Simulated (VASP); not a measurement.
In3Se, 4 atoms in the cell. The structure is cubic, space group Pm-3m (No. 221). The conventional cell has a = 4.700 Å, b = 4.700 Å, c = 4.700 Å, α = 90.00°, β = 90.00°, γ = 90.00°. Within 4.4 Å of In (site symmetry 4/mmm) lie 8 In at 3.32 Å and 4 Se at 3.32 Å. Within 4.4 Å of Se (site symmetry m-3m) lie 12 In at 3.32 Å. 

```yaml
Program: VASP 6.6.1
Task: single point
Functional: PBE
Dispersion: D4
Potentials_or_basis: VASP PAW PBE potentials, release 64 (In_d, Se)
Cutoff: 520 eV
k_mesh: 10 × 10 × 10
Occupations: gaussian, width 0.1 eV
Spin: no spin polarisation
Dipole_correction: no
Further_INCAR_settings: ALGO = Normal; EDIFF = 1e-06; NBANDS = 30
```

Potentials or basis: VASP PAW PBE potentials, release 64 (In_d, Se).

The run is started by

```bash
$ cat potpaw_PBE.64/In_d/POTCAR potpaw_PBE.64/Se/POTCAR > POTCAR
$ mpirun -np 1 vasp_std > vasp.out
```

Hardware: 1 thread of AMD EPYC 9R45 96-Core Processor (Zen 5), on a shared host.

Question: How long does it take, and how much memory?

Answer: Run time: 67 s on 1 thread of AMD EPYC 9R45 96-Core Processor (Zen 5), on a shared host, peak memory 0.26 GiB. Counts: scf iterations 13, k points 56.
